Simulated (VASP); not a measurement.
Set up this calculation in VASP 6.6.1, as the native input.

```yaml
Task: single point
Functional: r2SCAN
Potentials_or_basis: VASP PAW PBE potentials, release 64 (Ag)
Cutoff: 520 eV
k_mesh: 6 × 6 × 6
Occupations: gaussian, width 0.0318 eV
Spin: collinear spin, zero start
Starting_moments: "[0.0, 0.0] μB"
Dipole_correction: no
Further_INCAR_settings: ALGO = Normal; EDIFF = 1e-06; NBANDS = 22
```

Crystal: Ag.

```
Ag
1.0
     1.95171    3.38045    0.00000
    -1.95171    3.38045    0.00000
     0.00000   -2.25364    3.38956
Ag
2
Cartesian
  0.0000 0.0000 2.3795
  0.0000 4.5073 1.0101
```

One way to write it, as run:

POSCAR

```
Ag
1.0
    1.9517080000      3.3804530000      0.0000000000
   -1.9517080000      3.3804530000      0.0000000000
    0.0000000000     -2.2536350000      3.3895590000
Ag
2
Direct
    0.2340000000      0.2340000000      0.7020000000
    0.7660000000      0.7660000000      0.2980000000
```

INCAR.step1

```
ALGO     = Normal         # electronic algorithm
EDIFF    = 1E-4           # SCF threshold, eV
ENCUT    = 520            # plane-wave cutoff, eV
GGA      = PE             # functional
ISMEAR   = 0              # smearing method
ISPIN    = 2              # spin polarisation
LASPH    = T              # aspherical terms in the spheres
LCHARG   = F              # write CHGCAR
LMAXMIX  = 4              # l up to which the mixer works
LREAL    = F              # projectors in reciprocal space
LWAVE    = T              # write WAVECAR
MAGMOM   = 0 0            # initial moments
NBANDS   = 22             # bands
NELM     = 150            # most SCF steps
PREC     = Accurate       # precision mode
SIGMA    = 0.0318         # smearing width, eV
```

INCAR.step2

```
ALGO     = Normal         # electronic algorithm
EDIFF    = 1E-6           # SCF threshold, eV
ENCUT    = 520            # plane-wave cutoff, eV
ISIF     = 2              # what is computed and relaxed
ISMEAR   = 0              # smearing method
ISPIN    = 2              # spin polarisation
ISTART   = 1            
LASPH    = T              # aspherical terms in the spheres
LCHARG   = F              # write CHGCAR
LMAXMIX  = 4              # l up to which the mixer works
LMIXTAU  = T            
LORBIT   = 11             # projections on sites
LREAL    = F              # projectors in reciprocal space
LWAVE    = F              # write WAVECAR
MAGMOM   = 0 0            # initial moments
METAGGA  = R2SCAN         # meta-GGA
NBANDS   = 22             # bands
NELM     = 150            # most SCF steps
PREC     = Accurate       # precision mode
SIGMA    = 0.0318         # smearing width, eV
```

KPOINTS

```
k-points
0
Gamma
  6 6 6
```

Potentials or basis: VASP PAW PBE potentials, release 64 (Ag).

Command:

```bash
$ cat potpaw_PBE.64/Ag/POTCAR > POTCAR
$ cp INCAR.step1 INCAR
$ mpirun -np 1 vasp_std > vasp.out
$ cp INCAR.step2 INCAR
$ mpirun -np 1 vasp_std > vasp.out
```

Results of the run:

```json
{"Pressure": "-3.3 GPa", "Largest force": "1.216 eV/Å", "Band gap on the k mesh": "zero (filled and empty bands overlap)", "Net moment": "0.00 μB per cell", "Valence electrons inside the program's atomic spheres": "Ag 9.85"}
```

Caveat: the PAW data sets were made with another functional, which shifts forces and pressure a little.

It took 91 s on 1 thread of Intel(R) Xeon(R) 6975P-C (Granite Rapids), on a shared host, peak memory 0.21 GiB.
